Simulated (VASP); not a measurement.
Here is a VASP 6.6.1 calculation.

The input INCAR:

```
SYSTEM = InSb
  PREC = Accurate
  ENCUT = 520
  EDIFF = 1E-6
  ISMEAR = 0
  SIGMA = 0.15
  LREAL = .FALSE.
  LASPH = .TRUE.
  NELM = 80
  ALGO = Normal
  ISIF = 2
  LWAVE = .FALSE.
  LCHARG = .TRUE.
  GGA = PS
  LELF = .TRUE.
  LVHAR = .TRUE.
  NBANDS = 16
```

Contents of KPOINTS:

```
Automatic mesh
0
G
  14 14 14
  0 0 0
```

The input POSCAR:

```
InSb
1.0
    0.0000000000      3.1341099945      2.9495109158
    3.1341099945      0.0000000000      2.9495109158
    3.1341099945      3.1341099945      0.0000000000
In Sb
1 1
Direct
    0.0000000000      0.0000000000      0.0000000000
    0.5000000000      0.5000000000      0.5000000000
```

Potentials or basis: VASP PAW PBE potentials, release 64 (In_d, Sb).

The run is started by

```sh
$ cat potpaw_PBE.64/In_d/POTCAR potpaw_PBE.64/Sb/POTCAR > POTCAR
$ mpirun -np 1 vasp_std > vasp.out
```

Estimate the band gap on the k mesh.

zero (bands 9 and 10 overlap by 2.83 eV).

What does it give for the pressure?

-2.2 GPa.

Stress tensor (GPa, compression positive):
```
-3.88  0.00  0.00
 0.00 -3.88  0.00
 0.00  0.00  1.18
```

Caveat: the stress differs along the axes, from -4 to 1 GPa; the PAW data sets were made with another functional, which shifts forces and pressure a little; spin-orbit coupling is left out, which moves the levels of the heavy elements.
